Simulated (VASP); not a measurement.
Runs of VASP 6.6.1 on Eu. It takes space group Im-3m (No. 229, cubic). Conventional cell: a = 4.455 Å, b = 4.455 Å, c = 4.455 Å, α = 90.00°, β = 90.00°, γ = 90.00°. Within 5.1 Å of Eu (site symmetry m-3m) lie 14 Eu at 3.86 to 4.45 Å. 

```tsv
k mesh	smearing	gap on the mesh (eV)	pressure (GPa)	moment (μB)
10 × 10 × 10	methfessel-paxton 0.1 eV	none	(a)	7.64
14 × 14 × 14	fermi-dirac 0.05 eV	none	-0.4	7.78
10 × 10 × 10	methfessel-paxton 1 eV	none	-0.7	7.92
10 × 10 × 10	methfessel-paxton 0.2 eV	none	-0.4	(b)
10 × 10 × 10	methfessel-paxton 0.3 eV	none	-0.7	7.90
10 × 10 × 10	methfessel-paxton 0.6 eV	none	-0.6	7.91
10 × 10 × 10	methfessel-paxton 0.03 eV	none	-0.4	7.64
```

Alike in all rows: task single point; level r2SCAN; potentials or basis VASP PAW PBE potentials, release 64 (Eu); spin collinear, ferromagnetic start; cell as given; cutoff (eV) 520.

Estimate the missing entries.

(a) -0.3; (b) 7.71.

Caveats: the PAW data sets were made with another functional, which shifts forces and pressure a little; spin-orbit coupling is left out, which moves the levels of the heavy elements.

A k mesh can miss the band edges, and the runs leave out spin-orbit coupling on Eu.

A gap of «none» marks levels without a gap at the run's occupations.
